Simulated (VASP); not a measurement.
# Ta3N (P-3m1) in VASP: notebook

The runs below take Ta3N through single point, with PBEsol.

Everything below comes from runs of VASP 6.6.1. Logs are shortened: lines on timing, memory, paths and dates and some standing lists are left out, and cuts for length are marked.

### Step 1. The cell of the first run

It takes space group P-3m1 (No. 164, trigonal). The conventional cell has a = 3.032 Å, b = 3.032 Å, c = 7.524 Å, α = 90.00°, β = 90.00°, γ = 120.00°. Within 2.9 Å of Ta (site symmetry 3m) lie 3 N at 2.19 Å. Ta (site symmetry -3m) has 12 Ta at 3.01 to 3.03 Å and 2 N at 3.76 Å within 4.0 Å. N (site symmetry -3m) has 6 Ta at 2.19 Å within 2.9 Å.

### Step 2. Single point, PBEsol

The input, INCAR:

```
SYSTEM = Ta3N
PREC     = Accurate       ! precision mode
ENCUT    = 520            ! plane-wave cutoff, eV
EDIFF    = 1E-7           ! SCF threshold, eV
ISMEAR   = -1             ! smearing method
SIGMA    = 0.05           ! smearing width, eV
LREAL    = .False.        ! projectors in reciprocal space
LASPH    = .True.         ! aspherical terms in the spheres
NELM     = 100            ! most SCF steps
ALGO     = Normal         ! electronic algorithm
ISIF     = 2              ! what is computed and relaxed
LWAVE    = .False.        ! write WAVECAR
LCHARG   = .False.        ! write CHGCAR
GGA      = PS             ! functional
NBANDS   = 27             ! bands
```

The input, KPOINTS:

```
Automatic mesh
0
Gamma
  10 10 4
  0 0 0
```

The input, POSCAR:

```
Ta3N
1.0
    3.0322239879      0.0000000000      0.0000000000
   -1.5161119940      2.6259830035      0.0000000000
    0.0000000000      0.0000000000      7.5241370000
Ta N
3 1
Direct
    0.6666666667      0.3333333333      0.8260700000
    0.3333333333      0.6666666667      0.1739300000
    0.0000000000      0.0000000000      0.5000000000
    0.0000000000      0.0000000000      0.0000000000
```

Potentials or basis: VASP PAW PBE potentials, release 64 (Ta_pv, N).

On the command line:

```
$ cat potpaw_PBE.64/Ta_pv/POTCAR potpaw_PBE.64/N/POTCAR > POTCAR
$ mpirun -np 1 vasp_std > vasp.out
```

OUTCAR:

```text
SYSTEM = Ta3N
   PREC = Accurate
   ENCUT = 520
   EDIFF = 1E-7
   ISMEAR = -1
   LREAL = .False.
   LASPH = .True.
   NELM = 100
   ISIF = 2
   GGA = PS

 ion  position               nearest neighbor table
   1  0.667  0.333  0.826-   4 2.19   4 2.19   4 2.19   3 3.01   3 3.01   3 3.01   2 3.15   2 3.15
                             2 3.15
   2  0.333  0.667  0.174-   4 2.19   4 2.19   4 2.19   3 3.01   3 3.01   3 3.01   1 3.15   1 3.15
                             1 3.15
   3  0.000  0.000  0.500-   1 3.01   2 3.01   1 3.01   2 3.01   1 3.01   2 3.01
   4  0.000  0.000  0.000-   1 2.19   2 2.19   1 2.19   2 2.19   1 2.19   2 2.19

  LATTYP: Found a hexagonal cell.
 ALAT       =     3.0322239879
 C/A-ratio  =     2.4813922158

  Lattice vectors:

 A1 = (   3.0322239879,   0.0000000000,   0.0000000000)
 A2 = (  -1.5161119940,   2.6259830035,   0.0000000000)
 A3 = (   0.0000000000,   0.0000000000,   7.5241370000)

Analysis of symmetry for initial positions (statically):
=====================================================================
 Subroutine PRICEL returns:
 Original cell was already a primitive cell.

 Routine SETGRP: Setting up the symmetry group for a
 hexagonal supercell.

 Subroutine GETGRP returns: Found 12 space group operations
 (whereof 12 operations were pure point group operations)
 out of a pool of 24 trial point group operations.

The static configuration has the point symmetry D_3d.

Analysis of symmetry for dynamics (positions and initial velocities):
=====================================================================
 Subroutine PRICEL returns:
 Original cell was already a primitive cell.

 Routine SETGRP: Setting up the symmetry group for a
 hexagonal supercell.

 Subroutine GETGRP returns: Found 12 space group operations
 (whereof 12 operations were pure point group operations)
 out of a pool of 24 trial point group operations.

The dynamic configuration has the point symmetry D_3d.

 Subroutine INISYM returns: Found 12 space group operations
 (whereof 12 operations are pure point group operations),
 and found     1 'primitive' translations

----------------------------------------------------------------------------------------

                                     Primitive cell

  volume of cell :      59.9115

  direct lattice vectors                    reciprocal lattice vectors
     3.032223988  0.000000000  0.000000000     0.329790940  0.190404888  0.000000000
    -1.516111994  2.625983004  0.000000000     0.000000000  0.380809776  0.000000000
     0.000000000  0.000000000  7.524137000     0.000000000  0.000000000  0.132905608

  length of vectors
     3.032223988  3.032223988  7.524137000     0.380809776  0.380809776  0.132905608

  position of ions in fractional coordinates (direct lattice)
     0.666666667  0.333333333  0.826070000
     0.333333333  0.666666667  0.173930000
     0.000000000  0.000000000  0.500000000
     0.000000000  0.000000000  0.000000000

  ion indices of the primitive-cell ions
   primitive index   ion index
                 1           1
                 2           2
                 3           3
                 4           4

----------------------------------------------------------------------------------------

 KPOINTS: Automatic mesh

Automatic generation of k-mesh.
 Grid dimensions read from file:
 generate k-points for:   10   10    4

 Generating k-lattice:

  Cartesian coordinates                     Fractional coordinates (reciprocal lattice)
     0.032979094  0.019040489  0.000000000     0.100000000  0.000000000  0.000000000
     0.000000000  0.038080978  0.000000000     0.000000000  0.100000000  0.000000000
     0.000000000  0.000000000  0.033226402     0.000000000  0.000000000  0.250000000

  Length of vectors
     0.038080978  0.038080978  0.033226402

  Shift w.r.t. Gamma in fractional coordinates (k-lattice)
     0.000000000  0.000000000  0.000000000

 Subroutine IBZKPT returns following result:
 ===========================================

 Found     50 irreducible k-points:

 Following reciprocal coordinates:
            Coordinates               Weight
  0.000000  0.000000  0.000000      1.000000
  0.100000  0.000000  0.000000      6.000000
  0.200000  0.000000  0.000000      6.000000
  0.300000  0.000000  0.000000      6.000000
  0.400000 -0.000000  0.000000      6.000000
  0.500000  0.000000  0.000000      3.000000
[... 16 lines left out ...]
  0.000000  0.400000  0.250000      6.000000
  0.500000  0.000000  0.250000      6.000000
 [... further k-points ...]
   k-points           NKPTS =     50   k-points in BZ     NKDIM =     50   number of bands    NBANDS=     27
   number of dos      NEDOS =    301   number of ions     NIONS =      4
   total plane-waves  NPLWV =  32256
   dimension x,y,z NGX =    24 NGY =   24 NGZ =   56
   dimension x,y,z NGXF=    48 NGYF=   48 NGZF=  112
   ions per type =               3   1
   NGX,Y,Z   is equivalent  to a cutoff of  13.16, 13.16, 12.37 a.u.
   NGXF,Y,Z  is equivalent  to a cutoff of  26.32, 26.32, 24.75 a.u.
 SYSTEM =  Ta3N
   PREC   = accura    normal or accurate (medium, high low for compatibility)
   ISTART =      0    job   : 0-new  1-cont  2-samecut
   ICHARG =      2    charge: 1-file 2-atom 10-const
   ISPIN  =      1    spin polarized calculation?
   LNONCOLLINEAR =      F non collinear calculations
   LSORBIT =      F    spin-orbit coupling
   LASPH  =      T    aspherical Exc in radial PAW
   ENCUT  =  520.0 eV  38.22 Ry    6.18 a.u.   5.64  5.64 13.99*2*pi/ulx,y,z
   NELM   =    100;   NELMIN=  2; NELMDL= -5     # of ELM steps
   EDIFF  = 0.1E-06   stopping-criterion for ELM
   LREAL  =      F    real-space projection
   EDIFFG = 0.1E-05   stopping-criterion for IOM
   NSW    =      0    number of steps for IOM
   IBRION =     -1    ionic relax: 0-MD 1-quasi-New 2-CG
   NFREE  =      0    steps in history (QN), initial steepest desc. (CG)
   ISIF   =      2    stress and relaxation
   ISYM   =      2    0-nonsym 1-usesym 2-fastsym
   POTIM  = 0.5000    time-step for ionic-motion
   TEBEG  =    0.0;   TEEND  =   0.0 temperature during run
   PSTRESS=    0.0 pullay stress
   NELECT =      38.0000    total number of electrons
   NUPDOWN=      -1.0000    fix difference up-down
   EMIN   =  10.00;   EMAX   =-10.00  energy-range for DOS
   EFERMI =   0.00;   METHOD = LEGACY
   ISMEAR =    -1;   SIGMA  =   0.05  broadening in eV -4-tet -1-fermi 0-gaus
   EFERMI_NEDOS =   21; number of points for ismear=-14 and -15
   IALGO  =     38    algorithm
   IMIX   =      4    mixing-type and parameters
     AMIX     =   0.40;   BMIX     =  1.00
     AMIX_MAG =   1.60;   BMIX_MAG =  1.00
  volume/ion in A,a.u.               =      14.98       101.08
  Fermi-wavevector in a.u.,A,eV,Ry     =   1.406585  2.658061 26.918884  1.978482
  Thomas-Fermi vector in A             =   2.528931
   LORBIT       =      0    0 simple, 1 ext, 2 COOP (PROOUT), +10 PAW based schemes
   GGA     = PS    functional components
   LHFCALC =     F    Hartree Fock is set to
   AEXX    =    0.0000 exact exchange contribution
   IVDW    =     0    specifies the selected vdW correction
   LEPSILON=     F    determine dielectric tensor
   LRPA    =     F    only Hartree local field effects (RPA)
 non-spin polarized calculation
  energy-cutoff  :      520.00
  volume of cell :       59.91
 maximum number of plane-waves:      1642
 NGX is ok and might be reduce to    24
   NGX = 11   NGY = 11   NGZ = 27

 number of electron      38.0000001 magnetization

 Free energy of the ion-electron system (eV)
  ---------------------------------------------------
  ext. energy  EPLUGINS =         0.00000000
  ---------------------------------------------------
  free energy    TOTEN  =       -48.38926842 eV

  energy without entropy =      -48.36413101  energy(sigma->0) =      -48.37669971

 E-fermi :   6.4748     XC(G=0): -12.8099

 val. band max:        6.4524627816   @ k =   0.2000   0.0000   0.0000
 cond. band min:       6.4754289494   @ k =   0.2000   0.2000   0.0000
 fundamental gap:      0.0229661678
 Fermi energy:         6.4748274417

 k-point     1 :       0.0000    0.0000    0.0000
  band No.  band energies     occupation
      1     -28.6494      2.00000
      2     -28.3617      2.00000
      3     -28.0254      2.00000
      4     -28.0254      2.00000
      5     -27.9960      2.00000
      6     -27.9960      2.00000
[... 19 lines left out ...]
     26       8.7371      0.00000
     27       9.7990      0.00000

 k-point     2 :       0.1000    0.0000    0.0000
  band No.  band energies     occupation
      1     -28.6345      2.00000
      2     -28.3538      2.00000
      3     -28.0974      2.00000
      4     -28.0619      2.00000
      5     -28.0480      2.00000
      6     -28.0068      2.00000
[... 19 lines left out ...]
     26       9.1850      0.00000
     27      10.3150      0.00000

 k-point     3 :       0.2000    0.0000    0.0000
  band No.  band energies     occupation
      1     -28.6036      2.00000
      2     -28.3777      2.00000
      3     -28.2441      2.00000
      4     -28.2143      2.00000
      5     -28.1019      2.00000
      6     -28.0397      2.00000
[... 19 lines left out ...]
     26       9.8895      0.00000
     27      10.7925      0.00000

 k-point     4 :       0.3000    0.0000    0.0000
  band No.  band energies     occupation
      1     -28.6265      2.00000
      2     -28.5475      2.00000
      3     -28.3851      2.00000
      4     -28.2306      2.00000
      5     -28.1643      2.00000
      6     -28.0834      2.00000
[... 19 lines left out ...]
     26      10.4527      0.00000
     27      11.0157      0.00000
[... 516 lines left out ...]
      4     -28.2771      2.00000
      5     -28.2089      2.00000
      6     -28.1244      2.00000
[... 19 lines left out ...]
     26      10.8094      0.00000
     27      10.9123      0.00000

 k-point    23 :       0.0000    0.4000    0.2500
  band No.  band energies     occupation
      1     -28.7699      2.00000
      2     -28.6841      2.00000
      3     -28.4082      2.00000
      4     -28.2102      2.00000
      5     -28.2097      2.00000
      6     -28.1229      2.00000
[... 19 lines left out ...]
     26      11.1276      0.00000
     27      11.6097      0.00000

 k-point    24 :       0.5000    0.0000    0.2500
  band No.  band energies     occupation
      1     -28.8302      2.00000
      2     -28.7374      2.00000
      3     -28.3919      2.00000
      4     -28.2421      2.00000
      5     -28.2276      2.00000
      6     -28.1380      2.00000
[... 19 lines left out ...]
     26      11.3276      0.00000
     27      12.0718      0.00000

 [... further k-points ...]
[... 5 lines left out ...]
  --------------------------------------------------------------------------------------
  -------------------------------------------------------------------------------------
  Total       -2.9721472     -2.9721472     -2.7625366      0.0000000      0.0000000      0.0000000
  in kB      -79.4824076    -79.4824076    -73.8769141      0.0000000      0.0000000      0.0000000
  external PRESSURE =     -77.6139097 kB  Pullay stress =       0.0000000 kB

 VOLUME and BASIS-vectors are now :
 -----------------------------------------------------------------------------
  energy-cutoff  :      520.00
  volume of cell :       59.91
      direct lattice vectors                 reciprocal lattice vectors
     3.032223988  0.000000000  0.000000000     0.329790940  0.190404888  0.000000000
    -1.516111994  2.625983004  0.000000000     0.000000000  0.380809776  0.000000000
     0.000000000  0.000000000  7.524137000     0.000000000  0.000000000  0.132905608

 POSITION                                       TOTAL-FORCE (eV/Angst)
 -----------------------------------------------------------------------------------
      1.51611      0.87533      6.21546         0.000000      0.000000      0.341931
     -0.00000      1.75066      1.30867        -0.000000     -0.000000     -0.341931
      0.00000      0.00000      3.76207         0.000000      0.000000      0.000000
      0.00000      0.00000      0.00000         0.000000      0.000000      0.000000
 -----------------------------------------------------------------------------------
    total drift:                                0.000000     -0.000000      0.000000

  FREE ENERGIE OF THE ION-ELECTRON SYSTEM (eV)
  ---------------------------------------------------
  free  energy   TOTEN  =       -48.3892684157 eV

  energy  without entropy=      -48.3641310121  energy(sigma->0) =      -48.37669971
```

It took 30 s on 1 thread of Intel Xeon 6975P-C (Granite Rapids), shared host; peak memory 0.21 GiB.

What came out:

- Free energy: -48.3893 eV
- Pressure: -7.8 GPa
- Largest force: 0.342 eV/Å
- Band gap on the k mesh: zero (band 19 reaches 6.88 eV, above the bottom of band 20 at 6.22 eV)

Forces on the atoms (eV/Å):
```
Ta   0.000  0.000  0.342
Ta   0.000  0.000 -0.342
Ta   0.000  0.000  0.000
N    0.000  0.000  0.000
```

Levels at points of the mesh, in eV from the Fermi level:
| k point | band 16 | band 17 | band 18 | band 19 | band 20 | band 21 | band 22 | band 23 |
| --- | --- | --- | --- | --- | --- | --- | --- | --- |
| (0.00, 0.00, 0.00) | -1.37 | -0.49 | -0.49 | -0.32 | 0.26 | 0.26 | 0.95 | 1.85 |
| (0.50, 0.00, 0.00) | -3.11 | -1.16 | -0.51 | 0.19 | 0.68 | 0.89 | 3.49 | 4.01 |
| (0.00, 0.00, 0.50) | -1.24 | -1.14 | -0.27 | -0.27 | 0.53 | 0.53 | 1.23 | 1.27 |
| (0.50, 0.00, 0.50) | -2.90 | -1.31 | -1.24 | 0.16 | 0.94 | 1.24 | 2.40 | 4.39 |

Caveat: the PAW data sets were made with another functional, which shifts forces and pressure a little; spin-orbit coupling is left out, which moves the levels of the heavy elements.

### Step 3. Single point, PBEsol

This run uses another cell than the first one, of 15.28 Å³/atom, 1.020 times its volume.

The input, INCAR:

```
SYSTEM = Ta3N
  PREC = Accurate
  ENCUT = 520
  EDIFF = 1E-7
  ISMEAR = -1
  SIGMA = 0.05
  LREAL = .False.
  LASPH = .True.
  NELM = 100
  ALGO = Normal
  ISIF = 2
  LWAVE = .False.
  LCHARG = .True.
  GGA = PS
  LELF = .True.
  LVHAR = .True.
  NBANDS = 27
```

The input, KPOINTS:

```
regular mesh
0
Gamma
  10 10 4
  0 0 0
```

The input, POSCAR:

```
Ta3N
1.0
    3.0523055267      0.0000000000      0.0000000000
   -1.5261527634      2.6433741262      0.0000000000
    0.0000000000      0.0000000000      7.5739671740
Ta N
3 1
Direct
    0.6666666667      0.3333333333      0.8260700000
    0.3333333333      0.6666666667      0.1739300000
    0.0000000000      0.0000000000      0.5000000000
    0.0000000000      0.0000000000      0.0000000000
```

Potentials or basis: VASP PAW PBE potentials, release 64 (Ta_pv, N).

On the command line:

```
$ cat potpaw_PBE.64/Ta_pv/POTCAR potpaw_PBE.64/N/POTCAR > POTCAR
$ mpirun -np 1 vasp_std > vasp.out
```

It took 31 s on 1 thread of Intel Xeon 6975P-C (Granite Rapids), shared host; peak memory 0.22 GiB.

It converged, with:

```
Free energy            : -48.3149 eV
Pressure               : -12.2 GPa
Largest force          : 0.457 eV/Å
Band gap on the k mesh : zero (band 19 reaches 6.67 eV, above the bottom of band 20 at 6.04 eV)
```

Forces on the atoms (eV/Å):
```
Ta   0.000  0.000  0.457
Ta   0.000  0.000 -0.457
Ta   0.000  0.000  0.000
N    0.000  0.000  0.000
```

Stress tensor (GPa, compression positive):
```
-12.33   0.00   0.00
  0.00 -12.33   0.00
  0.00   0.00 -11.94
```

Levels at points of the mesh, in eV from the Fermi level:
| k point | band 15 | band 16 | band 17 | band 18 | band 19 | band 20 | band 21 | band 22 | band 23 | band 24 |
| --- | --- | --- | --- | --- | --- | --- | --- | --- | --- | --- |
| (0.00, 0.00, 0.00) | -3.49 | -1.39 | -0.46 | -0.46 | -0.30 | 0.27 | 0.27 | 0.94 | 1.81 | 1.81 |
| (0.50, 0.00, 0.00) | -3.69 | -3.05 | -1.17 | -0.50 | 0.18 | 0.67 | 0.84 | 3.40 | 3.90 | 4.23 |
| (0.00, 0.00, 0.50) | -3.73 | -1.21 | -1.11 | -0.25 | -0.25 | 0.53 | 0.53 | 1.21 | 1.24 | 1.24 |
| (0.50, 0.00, 0.50) | -3.63 | -2.83 | -1.32 | -1.21 | 0.13 | 0.92 | 1.21 | 2.34 | 4.28 | 4.34 |

Caveat: the PAW data sets were made with another functional, which shifts forces and pressure a little; spin-orbit coupling is left out, which moves the levels of the heavy elements.

(Continued in part 2 of 2.)
